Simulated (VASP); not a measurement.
# InSe (Cm) in VASP: further runs

The runs below take InSe through single point, with PBEsol.

Program: VASP 6.6.1. These are calculated values, not measurements. Logs are shortened: lines on timing, memory, paths and dates and some standing lists are left out, and cuts for length are marked.

## 1. The cell of the first run

The structure is monoclinic, space group Cm (No. 8). Conventional cell: a = 11.750 Å, b = 4.111 Å, c = 4.564 Å, α = 90.00°, β = 110.64°, γ = 90.00°. In (site symmetry m) has 5 Se at 2.64 to 3.51 Å and 3 In at 2.78 to 3.72 Å within 3.8 Å. Within 3.8 Å of In (site symmetry m) lie 5 Se at 2.67 to 3.56 Å and 3 In at 2.78 to 3.72 Å. Within 3.6 Å of Se (site symmetry m) lie 5 In at 2.64 to 3.56 Å and 3 Se at 3.40 to 3.58 Å. Within 3.6 Å of Se (site symmetry m) lie 5 In at 2.67 to 3.51 Å and 3 Se at 3.40 to 3.58 Å.

## 2. Single point, PBEsol (atom 1 (In) moved -0.060 Å along Cartesian [0 0 1])

INCAR

```
SYSTEM = InSe
PREC = Accurate
ENCUT = 520
EDIFF = 1E-7
ISMEAR = 0
SIGMA = 0.05
LREAL = .FALSE.
LASPH = .TRUE.
NELM = 60
ALGO = Normal
ISIF = 2
LWAVE = .FALSE.
LCHARG = .FALSE.
GGA = PS
NBANDS = 27
```

KPOINTS

```
Automatic mesh
0
G
  8 8 6
  0 0 0
```

POSCAR

```
InSe
1.0
    5.8749264423     -2.0552742521     -0.0052948673
    5.8749264423      2.0552742521     -0.0052948673
   -1.6051187023      0.0000000000      4.2720903652
In Se
2 2
Direct
    0.8838834041      0.8838834041      0.0150045297
    0.1141973411      0.1141973411      0.9709460661
    0.6547212217      0.6547212217      0.6374867706
    0.3452787783      0.3452787783      0.3625132294
```

Potentials or basis: VASP PAW PBE potentials, release 64 (In_d, Se).

Command:

```sh
$ cat potpaw_PBE.64/In_d/POTCAR potpaw_PBE.64/Se/POTCAR > POTCAR
$ mpirun -np 1 vasp_std > vasp.out
```

OUTCAR:

```text
SYSTEM = InSe
   PREC = Accurate
   ENCUT = 520
   EDIFF = 1E-7
   ISMEAR = 0
   LREAL = .FALSE.
   LASPH = .TRUE.
   NELM = 60
   ISIF = 2
   GGA = PS

 ion  position               nearest neighbor table
   1  0.884  0.884  0.015-   3 2.64   4 2.73   4 2.73   2 2.78   2 3.72   2 3.72
   2  0.114  0.114  0.971-   4 2.67   3 2.70   3 2.70   1 2.78   1 3.72   1 3.72
   3  0.655  0.655  0.637-   1 2.64   2 2.70   2 2.70
   4  0.345  0.345  0.363-   2 2.67   1 2.73   1 2.73

  LATTYP: Found a base centered monoclinic cell.
 ALAT       =    11.7498576567
 B/A-ratio  =     0.3498381533
 C/A-ratio  =     0.3884028818
 COS(beta)  =    -0.3525595217

  Lattice vectors:

 A1 = (   5.8749264423,  -2.0552742521,  -0.0052948673)
 A2 = (   5.8749264423,   2.0552742521,  -0.0052948673)
 A3 = (  -1.6051187023,   0.0000000000,   4.2720903652)

Analysis of symmetry for initial positions (statically):
=====================================================================
 Subroutine PRICEL returns:
 Original cell was already a primitive cell.

 Routine SETGRP: Setting up the symmetry group for a
 base centered monoclinic supercell.

 Subroutine GETGRP returns: Found  2 space group operations
 (whereof  2 operations were pure point group operations)
 out of a pool of  4 trial point group operations.

The static configuration has the point symmetry C_1h.

Analysis of symmetry for dynamics (positions and initial velocities):
=====================================================================
 Subroutine PRICEL returns:
 Original cell was already a primitive cell.

 Routine SETGRP: Setting up the symmetry group for a
 base centered monoclinic supercell.

 Subroutine GETGRP returns: Found  2 space group operations
 (whereof  2 operations were pure point group operations)
 out of a pool of  4 trial point group operations.

The dynamic configuration has the point symmetry C_1h.

 Subroutine INISYM returns: Found  2 space group operations
 (whereof  2 operations are pure point group operations),
 and found     1 'primitive' translations

----------------------------------------------------------------------------------------

                                     Primitive cell

  volume of cell :     103.1325

  direct lattice vectors                    reciprocal lattice vectors
     5.874926442 -2.055274252 -0.005294867     0.085136278 -0.243276536  0.031987580
     5.874926442  2.055274252 -0.005294867     0.085136278  0.243276536  0.031987580
[... 90 lines left out ...]
   LREAL  =      F    real-space projection
   EDIFFG = 0.1E-05   stopping-criterion for IOM
   NSW    =      0    number of steps for IOM
   IBRION =     -1    ionic relax: 0-MD 1-quasi-New 2-CG
   NFREE  =      0    steps in history (QN), initial steepest desc. (CG)
   ISIF   =      2    stress and relaxation
   ISYM   =      2    0-nonsym 1-usesym 2-fastsym
   POTIM  = 0.5000    time-step for ionic-motion
   TEBEG  =    0.0;   TEEND  =   0.0 temperature during run
   PSTRESS=    0.0 pullay stress
   NELECT =      38.0000    total number of electrons
   NUPDOWN=      -1.0000    fix difference up-down
   EMIN   =  10.00;   EMAX   =-10.00  energy-range for DOS
   EFERMI =   0.00;   METHOD = LEGACY
   ISMEAR =     0;   SIGMA  =   0.05  broadening in eV -4-tet -1-fermi 0-gaus
   EFERMI_NEDOS =   21; number of points for ismear=-14 and -15
   IALGO  =     38    algorithm
   IMIX   =      4    mixing-type and parameters
     AMIX     =   0.40;   BMIX     =  1.00
     AMIX_MAG =   1.60;   BMIX_MAG =  1.00
  volume/ion in A,a.u.               =      25.78       173.99
  Fermi-wavevector in a.u.,A,eV,Ry     =   1.173647  2.217871 18.741310  1.377447
  Thomas-Fermi vector in A             =   2.310057
   LORBIT       =      0    0 simple, 1 ext, 2 COOP (PROOUT), +10 PAW based schemes
   GGA     = PS    functional components
   LHFCALC =     F    Hartree Fock is set to
   AEXX    =    0.0000 exact exchange contribution
   IVDW    =     0    specifies the selected vdW correction
   LEPSILON=     F    determine dielectric tensor
   LRPA    =     F    only Hartree local field effects (RPA)
 non-spin polarized calculation
 Gauss-broadening in eV      SIGMA  =   0.05
  energy-cutoff  :      520.00
  volume of cell :      103.13
 maximum number of plane-waves:      2803
 NGX is ok and might be reduce to    48
   NGX = 23   NGY = 23   NGZ = 17

 number of electron      38.0000002 magnetization

 Free energy of the ion-electron system (eV)
  ---------------------------------------------------
  ext. energy  EPLUGINS =         0.00000000
  ---------------------------------------------------
  free energy    TOTEN  =       -15.54569934 eV

  energy without entropy =      -15.54569934  energy(sigma->0) =      -15.54569934

 E-fermi :   5.1908     XC(G=0):  -9.8228

 val. band max:        4.9556343877   @ k =  -0.2500  -0.2500   0.3333
 cond. band min:       5.6310379939   @ k =   0.3750   0.3750   0.0000
 fundamental gap:      0.6754036062
 Fermi energy:         5.1907998555

 k-point     1 :       0.0000    0.0000    0.0000
  band No.  band energies     occupation
      1      -9.6905      2.00000
      2      -9.5874      2.00000
      3      -9.3476      2.00000
      4      -9.3349      2.00000
      5      -9.2974      2.00000
      6      -9.2936      2.00000
[... 709 lines left out ...]
     26      11.5531      0.00000
     27      12.6792      0.00000

 [... further k-points ...]

------------------------ aborting loop because EDIFF is reached ----------------------------------------

  FORCE on cell =-STRESS in cart. coord.  units (eV):
  Direction    XX          YY          ZZ          XY          YZ          ZX
  --------------------------------------------------------------------------------------
  -------------------------------------------------------------------------------------
  Total        0.2330336     -0.1331091     -0.0863283      0.0000000      0.0000000      0.2433327
  in kB        3.6202091     -2.0678679     -1.3411222      0.0000000      0.0000000      3.7802058
  external PRESSURE =       0.0704063 kB  Pullay stress =       0.0000000 kB

 VOLUME and BASIS-vectors are now :
 -----------------------------------------------------------------------------
  energy-cutoff  :      520.00
  volume of cell :      103.13
      direct lattice vectors                 reciprocal lattice vectors
     5.874926442 -2.055274252 -0.005294867     0.085136278 -0.243276536  0.031987580
     5.874926442  2.055274252 -0.005294867     0.085136278  0.243276536  0.031987580
    -1.605118702  0.000000000  4.272090365     0.000211037  0.000000000  0.234156737

 POSITION                                       TOTAL-FORCE (eV/Angst)
 -----------------------------------------------------------------------------------
     10.36142      0.00000      0.05474         0.033861      0.000000      0.230169
     -0.21668      0.00000      4.14676         0.013601      0.000000      0.038588
      6.66964      0.00000      2.71647        -0.127609      0.000000     -0.137072
      3.47510      0.00000      1.54503         0.080148      0.000000     -0.131684
 -----------------------------------------------------------------------------------
    total drift:                               -0.000486     -0.000000     -0.000076

  FREE ENERGIE OF THE ION-ELECTRON SYSTEM (eV)
  ---------------------------------------------------
  free  energy   TOTEN  =       -15.5456993389 eV

  energy  without entropy=      -15.5456993389  energy(sigma->0) =      -15.54569934
```

stdout:

```text
POSCAR found type information on POSCAR InSe
 POSCAR found :  2 types and       4 ions
 scaLAPACK will be used
 -----------------------------------------------------------------------------
|                                                                             |
|                                                                             |
|     You enforced a specific xc type in the INCAR file but a different       |
|     I HOPE YOU KNOW WHAT YOU ARE DOING!                                     |
|                                                                             |
 -----------------------------------------------------------------------------

 LDA part: xc-table for (Slater+PW92), standard interpolation
 POSCAR, INCAR and KPOINTS ok, starting setup
 FFT: planning ... GRIDC
 FFT: planning ... GRID_SOFT
 FFT: planning ... GRID
 WAVECAR not read
 entering main loop
```

Wall time 10 min (1 thread of Intel Xeon Platinum 8259CL at 2.50GHz (Skylake/Cascade Lake), shared host); peak memory 0.45 GiB.

Results:

```yaml
Free_energy: -15.5457 eV
Pressure: 0.0 GPa
Largest_force: 0.233 eV/Å
Band_gap_on_the_k_mesh: 0.68 eV (least direct gap 1.08 eV)
```

Forces in eV/Å, atoms in the order of the input:
```
In   0.034  0.000  0.230
In   0.014  0.000  0.039
Se  -0.128  0.000 -0.137
Se   0.080  0.000 -0.132
```

Stress tensor (GPa, compression positive):
```
 0.36  0.00  0.38
 0.00 -0.21  0.00
 0.38  0.00 -0.13
```

Levels at points of the mesh, in eV from the valence-band top:
```
           k point  band 17  band 18  band 19  band 20  band 21  band 22
(0.00, 0.00, 0.00)    -2.40    -1.91    -1.50     2.59     3.34     3.95
(0.50, 0.00, 0.00)    -1.71    -1.55    -1.17     1.48     2.39     3.11
(0.50, 0.50, 0.00)    -1.28    -0.89    -0.46     0.98     2.61     2.69
(0.00, 0.00, 0.50)    -1.77    -1.26    -0.28     0.82     2.32     3.32
(0.50, 0.00, 0.50)    -2.80    -2.54    -1.91     2.05     3.08     4.19
(0.50, 0.50, 0.50)    -1.53    -1.29    -0.44     1.99     2.95     3.01
```

Caveat: the cell differs from its parent crystal (atom 1 (In) moved -0.060 Å along Cartesian [0 0 1]); the PAW data sets were made with another functional, which shifts forces and pressure a little; spin-orbit coupling is left out, which moves the levels of the heavy elements. A k mesh can miss the band edges.

## 3. Single point, PBEsol (atom 1 (In) moved +0.040 Å along Cartesian [0 0 1])

INCAR

```
SYSTEM = InSe
  PREC = Accurate
  ENCUT = 520
  EDIFF = 1E-6
  ISMEAR = 0
  SIGMA = 0.05
  LREAL = .FALSE.
  LASPH = .TRUE.
  NELM = 100
  ALGO = Normal
  ISIF = 2
  LWAVE = .FALSE.
  LCHARG = .FALSE.
  GGA = PS
  NBANDS = 27
```

KPOINTS is that of step 2.

Changes to POSCAR since step 2:

```diff
@@ -8,3 +8,3 @@
 Direct
-    0.8838834041      0.8838834041      0.0150045297
+    0.8870821621      0.8870821621      0.0384202034
     0.1141973411      0.1141973411      0.9709460661
```

Potentials or basis: VASP PAW PBE potentials, release 64 (In_d, Se).

Command:

```sh
$ cat potpaw_PBE.64/In_d/POTCAR potpaw_PBE.64/Se/POTCAR > POTCAR
$ mpirun -np 1 vasp_std > vasp.out
```

It took 7.9 min on 1 thread of Intel Xeon 8259CL, shared host; peak memory 0.47 GiB.

The run converged. Its results:

* Free energy: -15.5491 eV
* Pressure: 0.2 GPa
* Largest force: 0.168 eV/Å
* Band gap on the k mesh: 0.69 eV (least direct gap 1.01 eV)

Forces in eV/Å, atoms in the order of the input:
```
In   0.033  0.000 -0.165
In  -0.041  0.000 -0.016
Se   0.071  0.000  0.057
Se  -0.063  0.000  0.125
```

Stress tensor (GPa, compression positive):
```
-0.07  0.00 -0.22
 0.00  0.35  0.00
-0.22  0.00  0.22
```

Levels at points of the mesh, in eV from the valence-band top:
```
           k point  band 16  band 17  band 18  band 19  band 20  band 21  band 22  band 23
(0.00, 0.00, 0.00)    -2.66    -2.43    -1.89    -1.58     2.58     3.30     3.76     4.97
(0.50, 0.00, 0.00)    -2.17    -1.73    -1.54    -1.21     1.55     2.40     3.20     3.39
(0.50, 0.50, 0.00)    -2.58    -1.27    -0.96    -0.43     1.01     2.55     2.62     4.33
(0.00, 0.00, 0.50)    -1.95    -1.78    -1.32    -0.27     0.75     2.28     3.30     3.36
(0.50, 0.00, 0.50)    -3.48    -2.74    -2.52    -1.93     2.06     2.95     4.22     4.38
(0.50, 0.50, 0.50)    -1.73    -1.63    -1.23    -0.45     1.91     2.88     3.08     3.90
```

Caveat: the cell differs from its parent crystal (atom 1 (In) moved +0.040 Å along Cartesian [0 0 1]); the PAW data sets were made with another functional, which shifts forces and pressure a little; spin-orbit coupling is left out, which moves the levels of the heavy elements. A k mesh can miss the band edges.

## 4. Single point, PBEsol (atom 1 (In) moved -0.020 Å along Cartesian [0 0 1])

INCAR

```
SYSTEM = InSe
PREC     = Accurate       ! precision mode
ENCUT    = 520            ! plane-wave cutoff, eV
EDIFF    = 1E-7           ! SCF threshold, eV
ISMEAR   = 0              ! smearing method
SIGMA    = 0.05           ! smearing width, eV
LREAL    = .FALSE.        ! projectors in reciprocal space
LASPH    = .TRUE.         ! aspherical terms in the spheres
NELM     = 80             ! most SCF steps
ALGO     = Normal         ! electronic algorithm
ISIF     = 2              ! what is computed and relaxed
LWAVE    = .FALSE.        ! write WAVECAR
LCHARG   = .FALSE.        ! write CHGCAR
GGA      = PS             ! functional
NBANDS   = 27             ! bands
```

KPOINTS is that of step 3.

Changes to POSCAR since step 3:

```diff
@@ -8,3 +8,3 @@
 Direct
-    0.8870821621      0.8870821621      0.0384202034
+    0.8851629073      0.8851629073      0.0243707992
     0.1141973411      0.1141973411      0.9709460661
```

Command:

```sh
$ cat potpaw_PBE.64/In_d/POTCAR potpaw_PBE.64/Se/POTCAR > POTCAR
$ mpirun -np 1 vasp_std > vasp.out
```

It took 9.4 min on 1 thread of Intel Xeon 8259CL, shared host; peak memory 0.47 GiB.

Results (log left out):

| Item | Value |
| --- | --- |
| Free energy | -15.5518 eV |
| Pressure | 0.0 GPa |
| Largest force | 0.077 eV/Å |
| Band gap on the k mesh | 0.68 eV (least direct gap 1.06 eV) |

Forces on the atoms (eV/Å):
```
In   0.017  0.000  0.075
In  -0.006  0.000  0.015
Se  -0.040  0.000 -0.056
Se   0.029  0.000 -0.035
```

Stress tensor (GPa, compression positive):
```
 0.15  0.00  0.13
 0.00 -0.02  0.00
 0.13  0.00  0.00
```

Levels at points of the mesh, in eV from the valence-band top:
| k point | band 15 | band 16 | band 17 | band 18 | band 19 | band 20 | band 21 | band 22 | band 23 | band 24 |
| --- | --- | --- | --- | --- | --- | --- | --- | --- | --- | --- |
| (0.00, 0.00, 0.00) | -3.78 | -2.70 | -2.41 | -1.90 | -1.53 | 2.58 | 3.33 | 3.87 | 4.92 | 5.15 |
| (0.50, 0.00, 0.00) | -2.54 | -2.15 | -1.72 | -1.54 | -1.19 | 1.51 | 2.40 | 3.15 | 3.35 | 4.28 |
| (0.50, 0.50, 0.00) | -2.89 | -2.60 | -1.28 | -0.92 | -0.45 | 0.99 | 2.60 | 2.66 | 4.38 | 5.81 |
| (0.00, 0.00, 0.50) | -2.10 | -1.90 | -1.78 | -1.29 | -0.28 | 0.79 | 2.30 | 3.33 | 3.34 | 5.47 |
| (0.50, 0.00, 0.50) | -4.05 | -3.47 | -2.78 | -2.53 | -1.92 | 2.05 | 3.03 | 4.21 | 4.38 | 6.78 |
| (0.50, 0.50, 0.50) | -2.62 | -1.67 | -1.61 | -1.27 | -0.44 | 1.96 | 2.92 | 3.04 | 3.85 | 4.88 |

Caveat: the cell differs from its parent crystal (atom 1 (In) moved -0.020 Å along Cartesian [0 0 1]); the PAW data sets were made with another functional, which shifts forces and pressure a little; spin-orbit coupling is left out, which moves the levels of the heavy elements. A k mesh can miss the band edges.

(Part 1 of 2 ends here.)
